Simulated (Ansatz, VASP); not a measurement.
## Two plane-wave programs on Zn2GeN2

```
Zn Ge N
1.0
    -1.99033    1.99033    4.09897
     1.99033   -1.99033    4.09897
     1.99033    1.99033   -4.09897
Zn Ge N
2 1 2
Direct
  0.32896 0.32896 0.00000
  0.67104 0.67104 0.00000
  0.00000 0.00000 0.00000
  0.75000 0.25000 0.50000
  0.25000 0.75000 0.50000
```

Change from the starting cell: species swapped into the TmSi2Pt2 type (I4/mmm, No. 139).

Alike in both runs: functional PBE; k mesh 6 × 6 × 6; occupations gaussian, width 0.1 eV; no spin polarisation.

Ansatz relaxed the structure, and its values are those at the end. VASP's run is a single point on that final structure, the one shown.

|  | VASP | Ansatz |
| --- | --- | --- |
| version | VASP 6.6.1 | Ansatz 0.2.0 |
| potentials or method | VASP PAW PBE potentials, release 64 (Zn, Ge_d, N), cutoff 520 eV | scalar-relativistic, plane waves, PAW |
| valence electrons in the cell | 48 | 48 |

Ansatz gave:

```
gap on the k mesh at the Fermi level (eV) : none
pressure (GPa)                            : 0.0
rms of the force components (eV/Å)        : 0.001
```

Problem. Which values does VASP return?

Solution. gap on the k mesh at the Fermi level (eV): none; pressure (GPa): 0.5; rms of the force components (eV/Å): 0.020.

A gap of «none» marks a metal or a gap that the smearing closes. The functional is the same, so the differences come from potentials, cutoffs and numerics.

The k mesh is coarse, so the values compare programs but aren't converged.
